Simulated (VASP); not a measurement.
**TiO: single point with r2SCAN**

Crystal: TiO.

```
Ti O
1.0
     2.85161    0.00000    0.00000
    -1.42580    2.46956    0.00000
     0.00000    0.00000    5.56750
Ti O
2 2
Direct
  0.33333 0.66667 0.25000
  0.66667 0.33333 0.75000
  0.00000 0.00000 0.00000
  0.00000 0.00000 0.50000
```

- Program: VASP 6.6.1
- Task: single point
- Functional: r2SCAN
- Potentials or basis: VASP PAW PBE potentials, release 64 (Ti_sv, O_h)
- Cutoff: 910 eV
- k mesh: 6 × 6 × 2
- Occupations: gaussian, width 0.1 eV
- Spin: no spin polarisation

- Pressure: -3.9 GPa
- Band gap on the k mesh: zero (filled and empty bands touch)

Stress tensor (GPa, compression positive):
```
-4.32  0.00  0.00
 0.00 -4.32  0.00
 0.00  0.00 -3.03
```

Levels at points of the mesh, in eV from the Fermi level:
```tsv
k point	band 15	band 16	band 17	band 18	band 19	band 20	band 21	band 22
(0.00, 0.00, 0.00)	-5.65	-5.61	-2.08	-0.08	-0.08	-0.01	1.17	1.17
(0.50, 0.00, 0.00)	-6.14	-5.83	-2.78	-0.08	1.04	1.77	2.09	2.41
(0.00, 0.00, 0.50)	-5.92	-5.92	-0.64	-0.64	0.78	0.78	0.78	0.78
(0.50, 0.00, 0.50)	-6.45	-6.45	-1.39	-1.39	2.15	2.15	2.37	2.37
```

It took 2.1 min on 1 thread of Intel(R) Xeon(R) Platinum 8488C (Sapphire Rapids), with other jobs on the host, peak memory 0.22 GiB.

Caveat: the k points lie up to 0.56 Å⁻¹ apart; the cutoff is under 1.25 times the usual one of these potentials, so pressure, stress and relaxed cells hold a basis-set (Pulay) error; the PAW data sets were made with another functional, which shifts forces and pressure a little; semilocal functionals often make such compounds metallic where correlation or magnetic order opens a gap, which also shifts bond lengths.
